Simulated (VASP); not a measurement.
Wanted: the native input for a VASP 6.6.1 run.

```
Task                   : single point
Functional             : r2SCAN
Potentials or basis    : VASP PAW PBE potentials, release 64 (Cd, S)
Cutoff                 : 520 eV
k mesh                 : 12 × 12 × 4
Occupations            : gaussian, width 0.05 eV
Spin                   : no spin polarisation
Dipole correction      : no
Further INCAR settings : ALGO = Normal; EDIFF = 1e-06; NBANDS = 26
```

The system is CdS.

```
CELL_PARAMETERS angstrom
4.54828 0.00000 0.00000
-2.27414 3.93893 0.00000
0.00000 0.00000 6.74900
ATOMIC_POSITIONS crystal
Cd 0.33333 0.66667 0.00000
Cd 0.66667 0.33333 0.50000
S 0.33333 0.66667 0.38500
S 0.66667 0.33333 0.88500
```

This cell differs from its parent crystal: strain +0.1000 x Voigt [1, 1, 0, 0, 0, 0].

These files were run (other wordings do the same):

POSCAR

```
CdS
1.0
    4.5482791237      0.0000000000      0.0000000000
   -2.2741395619      3.9389252647      0.0000000000
    0.0000000000      0.0000000000      6.7490000000
Cd S
2 2
Direct
    0.3333333333      0.6666666667      0.0000000000
    0.6666666667      0.3333333333      0.5000000000
    0.3333333333      0.6666666667      0.3850000000
    0.6666666667      0.3333333333      0.8850000000
```

INCAR.step1

```
PREC = Accurate
ENCUT = 520
ISMEAR = 0
SIGMA = 0.05
LREAL = F
LASPH = T
NELM = 100
NBANDS = 26
GGA = PE
ALGO = Normal
EDIFF = 1E-4
LWAVE = T
LCHARG = F
```

INCAR.step2

```
PREC = Accurate
ENCUT = 520
EDIFF = 1E-6
ISMEAR = 0
SIGMA = 0.05
LREAL = F
LASPH = T
NELM = 100
ALGO = Normal
ISIF = 2
LWAVE = F
LCHARG = T
METAGGA = R2SCAN
LMIXTAU = T
LELF = T
LVHAR = T
NBANDS = 26
ISTART = 1
```

KPOINTS

```
Automatic mesh
0
Gamma
  12 12 4
```

Potentials or basis: VASP PAW PBE potentials, release 64 (Cd, S).

Command:

```console
$ cat potpaw_PBE.64/Cd/POTCAR potpaw_PBE.64/S/POTCAR > POTCAR
$ cp INCAR.step1 INCAR
$ mpirun -np 1 vasp_std > vasp.out
$ cp INCAR.step2 INCAR
$ mpirun -np 1 vasp_std > vasp.out
```

It gave:

```yaml
Pressure: -6.8 GPa
Largest_force: 0.098 eV/Å
Band_gap_on_the_k_mesh: 1.14 eV, direct
```

Caveat: the cell differs from its parent crystal (strain +0.1000 x Voigt [1, 1, 0, 0, 0, 0]); the PAW data sets were made with another functional, which shifts forces and pressure a little.

It took 27 min on 1 thread of AMD EPYC 7R13, on a shared host, peak memory 0.32 GiB.
